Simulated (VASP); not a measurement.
A run of VASP 6.6.1:

Contents of INCAR:

```
SYSTEM = TiTe
ALGO = Normal
EDIFF = 1E-6
EDIFFG = -0.01
ENCUT = 600
GGA = PS
IBRION = 2
ISIF = 4
ISMEAR = 0
LASPH = .True.
LCHARG = .False.
LREAL = .False.
LWAVE = .False.
NELM = 80
NSW = 50
PREC = Accurate
SIGMA = 0.1
```

The input KPOINTS:

```
k-points
0
Gamma
  12 12 8
  0 0 0
```

POSCAR

```
TiTe
1.0
    3.6457252663      0.0000000000      0.0000000000
   -1.8228626332      3.1572906958      0.0000000000
    0.0000000000      0.0000000000      7.2950392833
Ti Te
2 2
Direct
    0.0000000000      0.0000000000      0.0000000000
    0.0000000000      0.0000000000      0.5000000000
    0.3333333333      0.6666666667      0.2500000000
    0.6666666667      0.3333333333      0.7500000000
```

Potentials or basis: VASP PAW PBE potentials, release 64 (Ti_sv, Te).

Command:

```sh
$ cat potpaw_PBE.64/Ti_sv/POTCAR potpaw_PBE.64/Te/POTCAR > POTCAR
$ mpirun -np 1 vasp_std > vasp.out
```

Hardware: 1 thread of Intel Xeon 8259CL (shared host).

Q: Estimate the wall time of this run.

A: Wall time 9.6 min on 1 thread of Intel Xeon 8259CL, on a shared host, peak memory 0.38 GiB. Counts: scf iterations 25, k points 95, ion steps 3.
